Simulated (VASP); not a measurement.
Write the native input for VASP 6.6.1 that does the following.

```
Task                   : relaxation of cell and atoms
Functional             : PBE
Potentials or basis    : VASP PAW PBE potentials, release 64 (Ti_sv, N, O)
Cutoff                 : 600 eV
k mesh                 : 10 × 10 × 10
Occupations            : gaussian, width 0.1 eV
Spin                   : no spin polarisation
Dipole correction      : no
Further INCAR settings : ALGO = Normal; EDIFF = 1e-06; IBRION = 2; EDIFFG = -0.01; NSW = 100; ISIF = 3
```

The structure of Ti4N3O lies in POSCAR:

```
Ti4N3O
1.0
    4.2545000000      0.0000000000      0.0000000000
    0.0000000000      4.2545000000      0.0000000000
    0.0000000000      0.0000000000      4.2545000000
Ti N O
4 3 1
Direct
    0.0000000000      0.0000000000      0.0000000000
    0.5000000000      0.0000000000      0.5000000000
    0.0000000000      0.5000000000      0.5000000000
    0.5000000000      0.5000000000      0.0000000000
    0.0000000000      0.5000000000      0.0000000000
    0.5000000000      0.0000000000      0.0000000000
    0.0000000000      0.0000000000      0.5000000000
    0.5000000000      0.5000000000      0.5000000000
```

The input as run:

INCAR

```
SYSTEM = Ti4N3O
  ALGO = Normal
  EDIFF = 1E-6
  EDIFFG = -0.01
  ENCUT = 600
  GGA = PE
  IBRION = 2
  ISIF = 3
  ISMEAR = 0
  LASPH = .TRUE.
  LCHARG = .FALSE.
  LREAL = .FALSE.
  LWAVE = .FALSE.
  NELM = 60
  NSW = 100
  PREC = Accurate
  SIGMA = 0.1
```

KPOINTS

```
k-points
0
G
  10 10 10
  0 0 0
```

Potentials or basis: VASP PAW PBE potentials, release 64 (Ti_sv, N, O).

Launch:

```bash
$ cat potpaw_PBE.64/Ti_sv/POTCAR potpaw_PBE.64/N/POTCAR potpaw_PBE.64/O/POTCAR > POTCAR
$ mpirun -np 1 vasp_std > vasp.out
```

Results of the run:

* Relaxed volume: 9.64 Å³/atom
* Relaxed cell: a = 4.257 Å, b = 4.257 Å, c = 4.257 Å, α = 90.00°, β = 90.00°, γ = 90.00°
* Space group after relaxing (to 0.1 Å): Pm-3m (No. 221)
* Energy gained by relaxing: 0.0 meV/atom
* Ionic steps: 3
* Pressure after relaxing: 0.0 GPa
* Band gap on the k mesh: zero (an odd number of electrons rules out a gap without spin polarisation)

Caveat: an odd number of electrons without spin polarisation forces a metal; a magnetic or distorted state may lie lower.

Run time: 5 min on 1 thread of Intel(R) Xeon(R) 6975P-C (Granite Rapids), on a shared host, peak memory 0.32 GiB.
